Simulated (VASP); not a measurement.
# Ir (Fm-3m) in VASP: a series of runs

Ir is run at these levels: PBE; tasks: single point, relaxation of cell and atoms.

Everything below comes from runs of VASP 6.6.1. Logs are shortened: lines on timing, memory, paths and dates and some standing lists are left out, and cuts for length are marked.

### Step 1. The cell of the first run

Symmetry: Fm-3m, No. 225, cubic system. Conventional cell: a = 3.871 Å, b = 3.871 Å, c = 3.871 Å, α = 90.00°, β = 90.00°, γ = 90.00°. Within 3.6 Å of Ir (site symmetry m-3m) lie 12 Ir at 2.74 Å.

### Step 2. Single point, PBE

File INCAR:

```
PREC     = Accurate       # precision mode
ENCUT    = 520            # plane-wave cutoff, eV
EDIFF    = 1E-6           # SCF threshold, eV
ISMEAR   = 0              # smearing method
SIGMA    = 0.1            # smearing width, eV
LREAL    = False          # projectors in reciprocal space
LASPH    = True           # aspherical terms in the spheres
NELM     = 80             # most SCF steps
ALGO     = Normal         # electronic algorithm
ISIF     = 2              # what is computed and relaxed
LWAVE    = False          # write WAVECAR
LCHARG   = False          # write CHGCAR
GGA      = PE             # functional
NBANDS   = 10             # bands
```

File KPOINTS:

```
regular mesh
0
Gamma
  18 18 18
```

File POSCAR:

```
Ir
1.0
    0.0000000000      1.9353225075      1.9353225075
    1.9353225075      0.0000000000      1.9353225075
    1.9353225075      1.9353225075      0.0000000000
Ir
1
Direct
    0.0000000000      0.0000000000      0.0000000000
```

Potentials or basis: VASP PAW PBE potentials, release 64 (Ir).

Command:

```sh
$ cat potpaw_PBE.64/Ir/POTCAR > POTCAR
$ mpirun -np 1 vasp_std > vasp.out
```

OUTCAR:

```text
PREC = Accurate
   ENCUT = 520
   EDIFF = 1E-6
   ISMEAR = 0
   LREAL = False
   LASPH = True
   NELM = 80
   ISIF = 2
   GGA = PE

 ion  position               nearest neighbor table
   1  0.000  0.000  0.000-

  LATTYP: Found a face centered cubic cell.
 ALAT       =     3.8706450150

  Lattice vectors:

 A1 = (   0.0000000000,   1.9353225075,   1.9353225075)
 A2 = (   1.9353225075,   0.0000000000,   1.9353225075)
 A3 = (   1.9353225075,   1.9353225075,   0.0000000000)

Analysis of symmetry for initial positions (statically):
=====================================================================
 Subroutine PRICEL returns:
 Original cell was already a primitive cell.

 Routine SETGRP: Setting up the symmetry group for a
 face centered cubic supercell.

 Subroutine GETGRP returns: Found 48 space group operations
 (whereof 48 operations were pure point group operations)
 out of a pool of 48 trial point group operations.

The static configuration has the point symmetry O_h .

Analysis of symmetry for dynamics (positions and initial velocities):
=====================================================================
 Subroutine PRICEL returns:
 Original cell was already a primitive cell.

 Routine SETGRP: Setting up the symmetry group for a
 face centered cubic supercell.

 Subroutine GETGRP returns: Found 48 space group operations
 (whereof 48 operations were pure point group operations)
 out of a pool of 48 trial point group operations.

The dynamic configuration has the point symmetry O_h .

 Subroutine INISYM returns: Found 48 space group operations
 (whereof 48 operations are pure point group operations),
 and found     1 'primitive' translations

----------------------------------------------------------------------------------------

                                     Primitive cell

  volume of cell :      14.4974

  direct lattice vectors                    reciprocal lattice vectors
     0.000000000  1.935322508  1.935322508    -0.258354873  0.258354873  0.258354873
     1.935322508  0.000000000  1.935322508     0.258354873 -0.258354873  0.258354873
     1.935322508  1.935322508  0.000000000     0.258354873  0.258354873 -0.258354873

  length of vectors
     2.736959338  2.736959338  2.736959338     0.447483766  0.447483766  0.447483766

  position of ions in fractional coordinates (direct lattice)
     0.000000000  0.000000000  0.000000000

  ion indices of the primitive-cell ions
   primitive index   ion index
                 1           1

----------------------------------------------------------------------------------------

 KPOINTS: regular mesh

Automatic generation of k-mesh.
 Grid dimensions read from file:
 generate k-points for:   18   18   18

 Generating k-lattice:

  Cartesian coordinates                     Fractional coordinates (reciprocal lattice)
    -0.014353048  0.014353048  0.014353048     0.055555556  0.000000000  0.000000000
     0.014353048 -0.014353048  0.014353048     0.000000000  0.055555556  0.000000000
     0.014353048  0.014353048 -0.014353048     0.000000000  0.000000000  0.055555556

  Length of vectors
     0.024860209  0.024860209  0.024860209

  Shift w.r.t. Gamma in fractional coordinates (k-lattice)
     0.000000000  0.000000000  0.000000000

 Subroutine IBZKPT returns following result:
 ===========================================

 Found    195 irreducible k-points:

 Following reciprocal coordinates:
            Coordinates               Weight
  0.000000  0.000000  0.000000      1.000000
  0.055556  0.000000  0.000000      8.000000
  0.111111  0.000000  0.000000      8.000000
  0.166667  0.000000  0.000000      8.000000
  0.222222  0.000000  0.000000      8.000000
  0.277778  0.000000  0.000000      8.000000
[... 16 lines left out ...]
 -0.277778  0.055556  0.000000     24.000000
 -0.222222  0.055556  0.000000     24.000000
 [... further k-points ...]
   k-points           NKPTS =    195   k-points in BZ     NKDIM =    195   number of bands    NBANDS=     10
   number of dos      NEDOS =    301   number of ions     NIONS =      1
   total plane-waves  NPLWV =   8000
   dimension x,y,z NGX =    20 NGY =   20 NGZ =   20
   dimension x,y,z NGXF=    40 NGYF=   40 NGZF=   40
   ions per type =               1
   NGX,Y,Z   is equivalent  to a cutoff of  12.15, 12.15, 12.15 a.u.
   NGXF,Y,Z  is equivalent  to a cutoff of  24.30, 24.30, 24.30 a.u.
 SYSTEM =  unknown system
   PREC   = accura    normal or accurate (medium, high low for compatibility)
   ISTART =      0    job   : 0-new  1-cont  2-samecut
   ICHARG =      2    charge: 1-file 2-atom 10-const
   ISPIN  =      1    spin polarized calculation?
   LNONCOLLINEAR =      F non collinear calculations
   LSORBIT =      F    spin-orbit coupling
   LASPH  =      T    aspherical Exc in radial PAW
   ENCUT  =  520.0 eV  38.22 Ry    6.18 a.u.   5.09  5.09  5.09*2*pi/ulx,y,z
   NELM   =     80;   NELMIN=  2; NELMDL= -5     # of ELM steps
   EDIFF  = 0.1E-05   stopping-criterion for ELM
   LREAL  =      F    real-space projection
   EDIFFG = 0.1E-04   stopping-criterion for IOM
   NSW    =      0    number of steps for IOM
   IBRION =     -1    ionic relax: 0-MD 1-quasi-New 2-CG
   NFREE  =      0    steps in history (QN), initial steepest desc. (CG)
   ISIF   =      2    stress and relaxation
   ISYM   =      2    0-nonsym 1-usesym 2-fastsym
   POTIM  = 0.5000    time-step for ionic-motion
   TEBEG  =    0.0;   TEEND  =   0.0 temperature during run
   PSTRESS=    0.0 pullay stress
   NELECT =       9.0000    total number of electrons
   NUPDOWN=      -1.0000    fix difference up-down
   EMIN   =  10.00;   EMAX   =-10.00  energy-range for DOS
   EFERMI =   0.00;   METHOD = LEGACY
   ISMEAR =     0;   SIGMA  =   0.10  broadening in eV -4-tet -1-fermi 0-gaus
   EFERMI_NEDOS =   21; number of points for ismear=-14 and -15
   IALGO  =     38    algorithm
   IMIX   =      4    mixing-type and parameters
     AMIX     =   0.40;   BMIX     =  1.00
     AMIX_MAG =   1.60;   BMIX_MAG =  1.00
  volume/ion in A,a.u.               =      14.50        97.83
  Fermi-wavevector in a.u.,A,eV,Ry     =   1.396558  2.639112 26.536454  1.950374
  Thomas-Fermi vector in A             =   2.519900
   LORBIT       =      0    0 simple, 1 ext, 2 COOP (PROOUT), +10 PAW based schemes
   GGA     = PE    functional components
   LHFCALC =     F    Hartree Fock is set to
   AEXX    =    0.0000 exact exchange contribution
   IVDW    =     0    specifies the selected vdW correction
   LEPSILON=     F    determine dielectric tensor
   LRPA    =     F    only Hartree local field effects (RPA)
 non-spin polarized calculation
 Gauss-broadening in eV      SIGMA  =   0.10
  energy-cutoff  :      520.00
  volume of cell :       14.50
 maximum number of plane-waves:       397
   NGX = 11   NGY = 11   NGZ = 11

 number of electron       9.0000000 magnetization

 Free energy of the ion-electron system (eV)
  ---------------------------------------------------
  ext. energy  EPLUGINS =         0.00000000
  ---------------------------------------------------
  free energy    TOTEN  =        -8.85376147 eV

  energy without entropy =       -8.84839955  energy(sigma->0) =       -8.85108051

 E-fermi :  10.0171     XC(G=0): -13.8427

 val. band max:       10.0144122057   @ k =   0.5000   0.2222   0.1111
 cond. band min:      10.0215827016   @ k =   0.3333   0.1111   0.0556
 fundamental gap:      0.0071704959
 Fermi energy:        10.0171409559

 k-point     1 :       0.0000    0.0000    0.0000
  band No.  band energies     occupation
      1      -0.8711      2.00000
      2       6.2434      2.00000
      3       6.2434      2.00000
      4       6.2434      2.00000
      5       8.8291      2.00000
      6       8.8291      2.00000
      7      24.3580      0.00000
      8      29.7990      0.00000
      9      29.7990      0.00000
     10      29.7990      0.00000

 k-point     2 :       0.0556    0.0000    0.0000
  band No.  band energies     occupation
      1      -0.7370      2.00000
      2       6.1726      2.00000
      3       6.3014      2.00000
      4       6.3014      2.00000
      5       8.7920      2.00000
      6       8.7920      2.00000
      7      24.5874      0.00000
      8      29.0609      0.00000
      9      30.0170      0.00000
     10      30.0170      0.00000

 k-point     3 :       0.1111    0.0000    0.0000
  band No.  band energies     occupation
      1      -0.3481      2.00000
      2       5.9904      2.00000
      3       6.4533      2.00000
      4       6.4533      2.00000
      5       8.7116      2.00000
      6       8.7116      2.00000
      7      25.2173      0.00000
      8      27.6107      0.00000
      9      30.6502      0.00000
     10      30.6502      0.00000

 k-point     4 :       0.1667    0.0000    0.0000
  band No.  band energies     occupation
      1       0.2495      2.00000
      2       5.7831      2.00000
      3       6.6239      2.00000
      4       6.6239      2.00000
      5       8.6822      2.00000
      6       8.6822      2.00000
      7      25.8930      0.00000
      8      26.2105      0.00000
      9      31.6365      0.00000
     10      31.6365      0.00000

 k-point     5 :       0.2222    0.0000    0.0000
  band No.  band energies     occupation
      1       0.9561      2.00000
      2       5.6903      2.00000
      3       6.6951      2.00000
      4       6.6951      2.00000
      5       8.8390      2.00000
      6       8.8390      2.00000
      7      24.4605      0.00000
      8      26.6577      0.00000
      9      32.8442      0.00000
     10      32.8442      0.00000

 k-point     6 :       0.2778    0.0000    0.0000
  band No.  band energies     occupation
      1       1.5948      2.00000
      2       5.9086      2.00000
      3       6.6168      2.00000
      4       6.6168      2.00000
      5       9.2322      2.00000
      6       9.2322      2.00000
      7      22.8422      0.00000
      8      26.3506      0.00000
      9      33.5546      0.00000
     10      33.5576      0.00000
[... 183 lines left out ...]
 k-point    21 :      -0.3889    0.0556    0.0000
  band No.  band energies     occupation
      1       2.2544      2.00000
      2       6.1762      2.00000
      3       6.3263      2.00000
      4       7.7587      2.00000
      5      10.2100      0.00638
      6      11.0337      0.00000
      7      18.6603      0.00000
      8      24.5693      0.00000
      9      29.5720      0.00000
     10      30.9078      0.00000

 k-point    22 :      -0.3333    0.0556    0.0000
  band No.  band energies     occupation
      1       2.1719      2.00000
      2       6.3354      2.00000
      3       6.4709      2.00000
      4       6.7325      2.00000
      5       9.6239      2.00000
      6      10.4895      0.00000
      7      20.5022      0.00000
      8      25.2783      0.00000
      9      30.4271      0.00000
     10      32.4826      0.00000

 k-point    23 :      -0.2778    0.0556    0.0000
  band No.  band energies     occupation
      1       1.8760      2.00000
      2       5.9250      2.00000
      3       6.5428      2.00000
      4       6.6463      2.00000
      5       9.0249      2.00000
      6       9.9025      1.89493
      7      22.3578      0.00000
      8      26.2066      0.00000
      9      31.4350      0.00000
     10      33.5802      0.00000

 k-point    24 :      -0.2222    0.0556    0.0000
  band No.  band energies     occupation
      1       1.3010      2.00000
      2       5.5987      2.00000
      3       6.6848      2.00000
      4       6.7739      2.00000
      5       8.5582      2.00000
      6       9.3825      2.00000
      7      24.0412      0.00000
      8      26.8152      0.00000
      9      31.7730      0.00000
     10      33.0111      0.00000

 [... further k-points ...]

------------------------ aborting loop because EDIFF is reached ----------------------------------------

  FORCE on cell =-STRESS in cart. coord.  units (eV):
  Direction    XX          YY          ZZ          XY          YZ          ZX
  --------------------------------------------------------------------------------------
  -------------------------------------------------------------------------------------
  Total        0.0437027      0.0437027      0.0437027      0.0000000      0.0000000     -0.0000000
  in kB        4.8298006      4.8298006      4.8298006      0.0000000      0.0000000     -0.0000000
  external PRESSURE =       4.8298006 kB  Pullay stress =       0.0000000 kB

 VOLUME and BASIS-vectors are now :
 -----------------------------------------------------------------------------
  energy-cutoff  :      520.00
  volume of cell :       14.50
      direct lattice vectors                 reciprocal lattice vectors
     0.000000000  1.935322508  1.935322508    -0.258354873  0.258354873  0.258354873
     1.935322508  0.000000000  1.935322508     0.258354873 -0.258354873  0.258354873
     1.935322508  1.935322508  0.000000000     0.258354873  0.258354873 -0.258354873

 POSITION                                       TOTAL-FORCE (eV/Angst)
 -----------------------------------------------------------------------------------
      0.00000      0.00000      0.00000         0.000000      0.000000      0.000000
 -----------------------------------------------------------------------------------
    total drift:                                0.000000      0.000000     -0.000000

  FREE ENERGIE OF THE ION-ELECTRON SYSTEM (eV)
  ---------------------------------------------------
  free  energy   TOTEN  =        -8.8537614749 eV

  energy  without entropy=       -8.8483995533  energy(sigma->0) =       -8.85108051
```

Run time: 27 s. Hardware: 1 thread of Intel Xeon 8259CL, shared host; peak memory 0.15 GiB.

Results:

```yaml
Free_energy: -8.8538 eV
Pressure: 0.5 GPa
Band_gap_on_the_k_mesh: zero (an odd number of electrons rules out a gap without spin polarisation)
```

Levels at points of the mesh, in eV from the Fermi level:
```csv
k point,band 1,band 2,band 3,band 4,band 5,band 6,band 7,band 8,band 9
"(0.00, 0.00, 0.00)",-10.89,-3.77,-3.77,-3.77,-1.19,-1.19,14.34,19.78,19.78
"(0.50, 0.00, 0.00)",-7.87,-3.87,-3.87,-0.73,0.82,0.82,6.99,13.88,19.55
"(0.50, 0.50, 0.00)",-7.66,-7.11,0.79,1.38,1.38,1.67,10.15,11.56,11.56
```

Caveat: spin-orbit coupling is left out, which moves the levels of the heavy elements.

### Step 3. Relaxation of cell and atoms, PBE

This run uses another cell than the first one, of 14.55 Å³/atom.

File INCAR:

```
SYSTEM = Ir
  PREC = Accurate
  ENCUT = 600
  EDIFF = 1E-6
  ISMEAR = 0
  SIGMA = 0.1
  LREAL = .FALSE.
  LASPH = .TRUE.
  NELM = 60
  ALGO = Normal
  ISIF = 3
  LWAVE = .FALSE.
  LCHARG = .FALSE.
  GGA = PE
  IBRION = 2
  NSW = 80
  EDIFFG = -0.01
```

File KPOINTS:

```
Automatic mesh
0
G
  18 18 18
  0 0 0
```

File POSCAR:

```
Ir
1.0
    0.0000000000      1.9377905618      1.9377905618
    1.9377905618      0.0000000000      1.9377905618
    1.9377905618      1.9377905618      0.0000000000
Ir
1
Direct
    0.0000000000      0.0000000000      0.0000000000
```

Potentials or basis: VASP PAW PBE potentials, release 64 (Ir).

Command:

```sh
$ cat potpaw_PBE.64/Ir/POTCAR > POTCAR
$ mpirun -np 1 vasp_std > vasp.out
```

Run time: 57 s. Hardware: 1 thread of Intel Xeon 8259CL, shared host; peak memory 0.17 GiB.

It converged, with:

```
Free energy                           : -8.8540 eV
Relaxed volume                        : 14.52 Å³/atom
Relaxed cell                          : a = 2.738 Å, b = 2.738 Å, c = 2.738 Å, α = 60.00°, β = 60.00°, γ = 60.00°
Space group after relaxing (to 0.1 Å) : Fm-3m (No. 225)
Energy gained by relaxing             : 0.1 meV/atom
Ionic steps                           : 3
Pressure after relaxing               : 0.0 GPa
Band gap on the k mesh                : zero (an odd number of electrons rules out a gap without spin polarisation)
```

Final structure:
```xyz
1
Lattice="0.0000 1.9364 1.9364 1.9364 0.0000 1.9364 1.9364 1.9364 0.0000" Properties=species:S:1:pos:R:3 pbc="T T T"
Ir    0.0000    0.0000    0.0000
```

Levels at points of the mesh, in eV from the Fermi level:
| k point | band 1 | band 2 | band 3 | band 4 | band 5 | band 6 | band 7 | band 8 |
| --- | --- | --- | --- | --- | --- | --- | --- | --- |
| (0.00, 0.00, 0.00) | -10.87 | -3.76 | -3.76 | -3.76 | -1.19 | -1.19 | 14.34 | 19.78 |
| (0.50, 0.00, 0.00) | -7.86 | -3.86 | -3.86 | -0.72 | 0.82 | 0.82 | 6.97 | 13.88 |
| (0.50, 0.50, 0.00) | -7.65 | -7.09 | 0.79 | 1.37 | 1.37 | 1.67 | 10.13 | 11.56 |

Caveat: spin-orbit coupling is left out, which moves the levels of the heavy elements.
